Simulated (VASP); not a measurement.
# AlSi16 (a cell with a defect) in VASP: a series of runs, part 2 of 2

VASP 6.6.1.

## Step 3: Single point, PBE, collinear spin

Input file INCAR:

```
SYSTEM = AlSi16
  PREC = Accurate
  ENCUT = 520
  EDIFF = 1E-6
  ISMEAR = -1
  SIGMA = 0.05
  LREAL = Auto
  LASPH = .TRUE.
  NELM = 150
  ALGO = Normal
  ISIF = 2
  LWAVE = .FALSE.
  LCHARG = .FALSE.
  ISPIN = 2
  MAGMOM = 0 0 0 0 0 0 0 0 0 0 0 0 0 0 0 0 1
  LORBIT = 11
  GGA = PE
  NBANDS = 52
```

Input file KPOINTS:

```
regular mesh
0
G
  2 2 2
  0 0 0
```

Input file POSCAR:

```
AlSi16
1.0
    0.0000000000      5.4300000000      5.4300000000
    5.4300000000      0.0000000000      5.4300000000
    5.4300000000      5.4300000000      0.0000000000
Si Al
16 1
Direct
   -0.0118416206      0.0580478821     -0.0376058932
    0.1440883978      0.1289502762      0.1351933702
    0.0065009208      0.0080662983      0.4893738490
    0.1006998158      0.1939226519      0.6092449355
    0.0348158379      0.5192541436     -0.0027348066
    0.1732780847      0.6694659300      0.1161694291
   -0.0167034991      0.5630386740      0.4949355433
    0.1645948435      0.6346685083      0.6005432781
    0.4830202578     -0.0608103131      0.0284898711
    0.5917127072      0.1173296501      0.1540147330
    0.4658287293      0.0334346225      0.5236372007
    0.6194106814      0.1145119705      0.6692265193
    0.5053683241      0.4806353591     -0.0298434622
    0.6982320442      0.4978821363      0.1419152855
    0.5046132597      0.4763443831      0.5387753223
    0.6170534070      0.6634622468      0.6292633517
    0.7338766114      0.7181491713      0.2410589319
```

Potentials or basis: VASP PAW PBE potentials, release 64 (Si, Al).

Started as:

```bash
$ cat potpaw_PBE.64/Si/POTCAR potpaw_PBE.64/Al/POTCAR > POTCAR
$ mpirun -np 1 vasp_std > vasp.out
```

OUTCAR:

```text
SYSTEM = AlSi16
   PREC = Accurate
   ENCUT = 520
   EDIFF = 1E-6
   ISMEAR = -1
   LREAL = Auto
   LASPH = .TRUE.
   NELM = 150
   ISIF = 2
   ISPIN = 2
   LORBIT = 11
   GGA = PE

 ion  position               nearest neighbor table
   1  0.988  0.058  0.962-   4 2.22   6 2.50  10 2.54   2 2.54  17 3.25
   2  0.144  0.129  0.135-   9 2.20   3 2.23   5 2.45   1 2.54
   3  0.007  0.008  0.489-   2 2.23   8 2.35  12 2.45   4 2.53
   4  0.101  0.194  0.609-   1 2.22  11 2.31   7 2.32   3 2.53
   5  0.035  0.519  0.997-  14 2.30   2 2.45  17 2.49   8 2.49   6 2.56
   6  0.173  0.669  0.116-  13 2.22   7 2.41   1 2.50   5 2.56  17 2.88
   7  0.983  0.563  0.495-   8 2.29  16 2.30   4 2.32   6 2.41  17 2.83
   8  0.165  0.635  0.601-  15 2.16   7 2.29   3 2.35   5 2.49
   9  0.483  0.939  0.028-   2 2.20  12 2.31  17 2.52  10 2.60  14 2.80
  10  0.592  0.117  0.154-  13 2.32  11 2.34  17 2.52   1 2.54   9 2.60
  11  0.466  0.033  0.524-   4 2.31  16 2.33  10 2.34  12 2.40
  12  0.619  0.115  0.669-  15 2.27   9 2.31  11 2.40   3 2.45
  13  0.505  0.481  0.970-  16 2.20   6 2.22  10 2.32  14 2.50
  14  0.698  0.498  0.142-   5 2.30  17 2.34  13 2.50  15 2.60   9 2.80
  15  0.505  0.476  0.539-   8 2.16  12 2.27  16 2.48  14 2.60  17 2.60
  16  0.617  0.663  0.629-  13 2.20   7 2.30  11 2.33  15 2.48  17 2.51
  17  0.734  0.718  0.241-  14 2.34   5 2.49  16 2.51   9 2.52  10 2.52  15 2.60   7 2.83   6 2.88
                             1 3.25

  LATTYP: Found a face centered cubic cell.
 ALAT       =    10.8600000000

  Lattice vectors:

 A1 = (   0.0000000000,   5.4300000000,   5.4300000000)
 A2 = (   5.4300000000,   0.0000000000,   5.4300000000)
 A3 = (   5.4300000000,   5.4300000000,   0.0000000000)

Analysis of symmetry for initial positions (statically):
=====================================================================
 Subroutine PRICEL returns:
 Original cell was already a primitive cell.

 Routine SETGRP: Setting up the symmetry group for a
 face centered cubic supercell.

[... 585 lines left out ...]
     44      10.1273      0.00000
     45      10.3130      0.00000
 Fermi energy:         6.7103816754

 spin component 2

 k-point     1 :       0.0000    0.0000    0.0000
  band No.  band energies     occupation
      1      -5.9239      1.00000
      2      -3.6659      1.00000
      3      -3.4619      1.00000
      4      -3.4199      1.00000
      5      -3.3076      1.00000
      6      -2.3024      1.00000
[... 373 lines left out ...]
     44      10.1273      0.00000
     45      10.3130      0.00000
 [bands above 45 left out]

------------------------ aborting loop because EDIFF is reached ----------------------------------------

  FORCE on cell =-STRESS in cart. coord.  units (eV):
  Direction    XX          YY          ZZ          XY          YZ          ZX
  --------------------------------------------------------------------------------------
  -------------------------------------------------------------------------------------
  Total       10.4701391      9.8756395      8.9025929     -4.0615499     -1.3267304     -6.4669516
  in kB       52.3882087     49.4135807     44.5448616    -20.3223017     -6.6384054    -32.3579283
  external PRESSURE =      48.7822170 kB  Pullay stress =       0.0000000 kB

 VOLUME and BASIS-vectors are now :
 -----------------------------------------------------------------------------
  energy-cutoff  :      520.00
  volume of cell :      320.21
      direct lattice vectors                 reciprocal lattice vectors
     0.000000000  5.430000000  5.430000000    -0.092081031  0.092081031  0.092081031
     5.430000000  0.000000000  5.430000000     0.092081031 -0.092081031  0.092081031
     5.430000000  5.430000000  0.000000000     0.092081031  0.092081031 -0.092081031

 POSITION                                       TOTAL-FORCE (eV/Angst)
 -----------------------------------------------------------------------------------
      5.54100     10.59150      5.68090         1.640926      1.973966     -1.465941
      1.43430      1.51650      1.48260         0.338387     -2.901718      0.130348
      2.70110      2.69260      0.07910         1.865608      0.834821     -0.308441
      4.36120      3.85500      1.59980        -1.539512     -0.972475     -0.481546
      8.23470      5.60420      3.00860        -1.397530      0.817803      0.921002
      4.26600      1.57170      4.57610         0.947967     -1.808917     -0.777491
[... 9 lines left out ...]
      7.01950      6.76750      6.95320        -0.461774     -0.960675      0.160609
      5.20850      5.29390      7.88450         0.805771      0.265704      1.132472
 -----------------------------------------------------------------------------------
    total drift:                                0.007675     -0.004268     -0.004104

  FREE ENERGIE OF THE ION-ELECTRON SYSTEM (eV)
  ---------------------------------------------------
  free  energy   TOTEN  =       -84.0252897796 eV

  energy  without entropy=      -83.9718623536  energy(sigma->0) =      -83.99857607

 total charge

# of ion       s       p       d       tot
------------------------------------------
    1        0.761   0.875   0.000   1.636
    2        0.760   0.931   0.000   1.691
    3        0.748   0.923   0.000   1.671
    4        0.748   0.959   0.000   1.707
    5        0.758   0.890   0.000   1.648
    6        0.775   0.876   0.000   1.651
[... 9 lines left out ...]
   16        0.759   0.963   0.000   1.722
   17        0.461   0.368   0.000   0.829
--------------------------------------------------
tot         12.685  15.043   0.000  27.728

 magnetization (x)

# of ion       s       p       d       tot
------------------------------------------
    1       -0.000   0.000   0.000   0.000
    2        0.000   0.000   0.000   0.000
    3        0.000  -0.000   0.000   0.000
    4        0.000   0.000   0.000   0.000
    5       -0.000  -0.000   0.000  -0.000
    6        0.000   0.000   0.000   0.000
[... 9 lines left out ...]
   16       -0.000  -0.000   0.000  -0.000
   17        0.000   0.000   0.000   0.000
--------------------------------------------------
tot          0.000   0.000   0.000   0.000
```

OSZICAR:

```text
N       E                     dE             d eps       ncg     rms          rms(c)
DAV:   1     0.149350468871E+03    0.14935E+03   -0.25371E+04  1664   0.107E+03
DAV:   2    -0.717666847224E+02   -0.22112E+03   -0.20703E+03  1980   0.159E+02
DAV:   3    -0.853056023427E+02   -0.13539E+02   -0.13195E+02  2164   0.343E+01
DAV:   4    -0.855817502976E+02   -0.27615E+00   -0.27471E+00  2112   0.590E+00
DAV:   5    -0.855880940771E+02   -0.63438E-02   -0.63388E-02  2080   0.890E-01    0.141E+01
DAV:   6    -0.844559971019E+02    0.11321E+01   -0.97947E-01  1968   0.296E+00    0.844E+00
DAV:   7    -0.840220053515E+02    0.43399E+00   -0.14024E+00  2008   0.339E+00    0.103E+00
DAV:   8    -0.840278060778E+02   -0.58007E-02   -0.15402E-01  1960   0.135E+00    0.808E-01
DAV:   9    -0.840243675971E+02    0.34385E-02   -0.85344E-03  2112   0.325E-01    0.398E-01
DAV:  10    -0.840247720675E+02   -0.40447E-03   -0.16784E-03  1944   0.138E-01    0.183E-01
DAV:  11    -0.840251864394E+02   -0.41437E-03   -0.76998E-04  2000   0.999E-02    0.760E-02
DAV:  12    -0.840252613060E+02   -0.74867E-04   -0.93941E-05  1992   0.403E-02    0.358E-02
DAV:  13    -0.840252840900E+02   -0.22784E-04   -0.35569E-05  1904   0.213E-02    0.135E-02
DAV:  14    -0.840252892886E+02   -0.51986E-05   -0.89672E-06  2016   0.119E-02    0.522E-03
DAV:  15    -0.840252897796E+02   -0.49100E-06   -0.85865E-07  1248   0.409E-03
   1 F= -.84025290E+02 E0= -.83998576E+02  d E =-.534274E-01  mag=     0.0000
```

It took 14 min on 1 thread of Oxide Virtual Turin-like, shared host; peak memory 0.67 GiB.

Results:

```
Free energy                                           : -84.0253 eV
Pressure                                              : 4.9 GPa
Largest force                                         : 2.956 eV/Å
Net moment                                            : 0.00 μB per cell
Valence electrons inside the program's atomic spheres : Si 1.64, 1.69, 1.67, 1.71, 1.65, 1.70, 1.72, 1.68 (each value once); Al 0.83
```

Forces in eV/Å, atoms in the order of the input:
```
Si   1.641  1.974 -1.466
Si   0.338 -2.902  0.130
Si   1.866  0.835 -0.308
Si  -1.540 -0.972 -0.482
Si  -1.398  0.818  0.921
Si   0.948 -1.809 -0.777
Si  -0.904  0.038  0.477
Si   2.456 -0.649 -1.195
Si  -0.689  1.256  0.295
Si  -1.358  0.362  0.534
Si   0.252  0.336  0.746
Si  -1.455  0.053  0.018
Si   0.532  1.534 -0.344
Si  -0.069 -1.131 -1.451
Si  -0.965  0.952  1.608
Si  -0.462 -0.961  0.161
Al   0.806  0.266  1.132
```

Caveat: the k points lie up to 0.50 Å⁻¹ apart; the atoms stand as in a frame of molecular dynamics.

## Step 4: Single point, PBE, collinear spin

Input file INCAR:

```
  ALGO = Normal
  EDIFF = 1E-6
  ENCUT = 520
  GGA = PE
  ISIF = 2
  ISMEAR = -1
  ISPIN = 2
  LASPH = True
  LCHARG = True
  LELF = True
  LORBIT = 11
  LREAL = Auto
  LVHAR = True
  LWAVE = False
  MAGMOM = 0 0 0 0 0 0 0 0 0 0 0 0 0 0 0 0 1
  NBANDS = 52
  NELM = 150
  PREC = Accurate
  SIGMA = 0.05
```

Input file KPOINTS:

```
k-points
0
Gamma
  2 2 2
```

Input file POSCAR:

```
AlSi16
1.0
    0.0000000000      5.4300000000      5.4300000000
    5.4300000000      0.0000000000      5.4300000000
    5.4300000000      5.4300000000      0.0000000000
Si Al
16 1
Direct
   -0.0391620626      0.0900092081     -0.0021454880
    0.1464825046      0.1088213628      0.1429097606
    0.0334530387      0.0208747698      0.4896593002
    0.1242817680      0.1446132597      0.6617771639
    0.0562799263      0.5091528545     -0.0040147330
    0.1488581952      0.7311418048      0.0628729282
   -0.0230110497      0.5233977901      0.5126243094
    0.1291436464      0.6603775322      0.6091252302
    0.4948158379     -0.1083333333      0.0574309392
    0.5904972376      0.1442173112      0.1125782689
    0.5030662983      0.0274309392      0.4889410681
    0.6502578269      0.0783609576      0.6791528545
    0.4684162063      0.5321731123     -0.0264272560
    0.6682044199      0.4933609576      0.1648895028
    0.4914272560      0.4749079190      0.5186095764
    0.5979097606      0.6508931860      0.6160313076
    0.7752486188      0.7356169429      0.2167219153
```

Started as:

```bash
$ cat potpaw_PBE.64/Si/POTCAR potpaw_PBE.64/Al/POTCAR > POTCAR
$ mpirun -np 1 vasp_std > vasp.out
```

It took 12 min on 1 thread of Oxide Virtual Turin-like, shared host; peak memory 0.67 GiB.

The run converged. Its results:

- Free energy: -83.7443 eV
- Pressure: 3.4 GPa
- Largest force: 3.539 eV/Å
- Net moment: 0.00 μB per cell
- Valence electrons inside the program's atomic spheres: Si 1.73, 1.70, 1.71, 1.61, 1.62, 1.67, 1.64, 1.59, 1.72, 1.65 (each value once); Al 0.81

Forces on the atoms (eV/Å):
```
Si   1.757  0.117 -1.556
Si   0.101 -1.067  1.607
Si   2.404  0.951 -1.327
Si  -2.333 -1.967  1.791
Si  -1.112 -0.441 -0.085
Si   1.662 -0.084 -2.024
Si  -0.073 -0.138  1.081
Si  -0.218  0.423 -1.519
Si  -0.646 -0.461  1.170
Si   0.030  0.107 -0.316
Si   0.581  0.567  0.017
Si  -0.229 -1.082  0.173
Si  -1.205  2.259  0.037
Si  -0.758 -0.587  0.655
Si  -0.009  1.181 -0.339
Si  -0.361 -0.132  0.560
Al   0.410  0.353  0.075
```

Stress tensor (GPa, compression positive):
```
 5.61 -0.54 -3.51
-0.54  2.85 -0.34
-3.51 -0.34  1.70
```

Levels at points of the mesh, in eV from the Fermi level:
Spin up:
```tsv
k point	band 29	band 30	band 31	band 32	band 33	band 34	band 35	band 36	band 37	band 38
(0.00, 0.00, 0.00)	-1.19	-1.07	-0.86	-0.79	-0.56	-0.21	-0.07	0.10	0.30	0.40
(0.50, 0.00, 0.00)	-1.60	-1.06	-0.99	-0.85	-0.42	0.07	0.15	0.62	0.73	0.99
(0.00, 0.50, 0.00)	-1.43	-1.34	-0.87	-0.84	-0.54	-0.18	0.46	0.53	0.93	1.13
(0.00, 0.00, 0.50)	-1.75	-1.56	-1.07	-0.87	-0.58	0.09	0.33	0.65	0.81	1.02
(0.50, 0.50, 0.50)	-1.60	-1.23	-1.19	-0.90	-0.44	-0.03	0.11	0.49	0.63	0.95
(0.50, 0.50, 0.00)	-1.92	-1.86	-1.51	-1.06	-0.13	0.23	0.97	1.14	1.26	1.57
(0.00, 0.50, 0.50)	-1.76	-1.67	-1.51	-1.21	-0.28	0.28	0.78	0.93	1.32	1.46
(0.50, 0.00, 0.50)	-1.93	-1.66	-1.48	-1.34	-0.40	0.17	0.59	1.01	1.32	1.42
```
Spin down:
```
           k point  band 30  band 31  band 32  band 33  band 34  band 35  band 36  band 37
(0.00, 0.00, 0.00)    -1.07    -0.86    -0.79    -0.56    -0.21    -0.07     0.10     0.30
(0.50, 0.00, 0.00)    -1.06    -0.99    -0.85    -0.42     0.07     0.15     0.62     0.73
(0.00, 0.50, 0.00)    -1.34    -0.87    -0.84    -0.54    -0.18     0.46     0.53     0.93
(0.00, 0.00, 0.50)    -1.56    -1.07    -0.87    -0.58     0.09     0.33     0.65     0.81
(0.50, 0.50, 0.50)    -1.23    -1.19    -0.90    -0.44    -0.03     0.11     0.49     0.63
(0.50, 0.50, 0.00)    -1.86    -1.51    -1.06    -0.13     0.23     0.97     1.14     1.26
(0.00, 0.50, 0.50)    -1.67    -1.51    -1.21    -0.28     0.28     0.78     0.93     1.32
(0.50, 0.00, 0.50)    -1.66    -1.48    -1.34    -0.40     0.17     0.59     1.01     1.32
```

Caveat: the k points lie up to 0.50 Å⁻¹ apart; the atoms stand as in a frame of molecular dynamics.

## Step 5: The runs side by side

```csv
cell,gap on the mesh (eV),pressure (GPa),moment (μB),largest force (eV/Å)
"as given, atomic positions A",none,6.3,0.00,3.74
"as given, atomic positions B",none,4.9,0.00,2.96
"as given, atomic positions C",none,3.4,0.00,3.54
```

Alike in all rows: task single point; level PBE; potentials or basis VASP PAW PBE potentials, release 64 (Si, Al); spin collinear; k mesh 2 × 2 × 2; cutoff (eV) 520; smearing fermi-dirac 0.05 eV.

Caveats: all runs use coarse meshes; the atoms stand as in a frame of molecular dynamics.

Absolute energies hang on the potentials; compare differences alone.
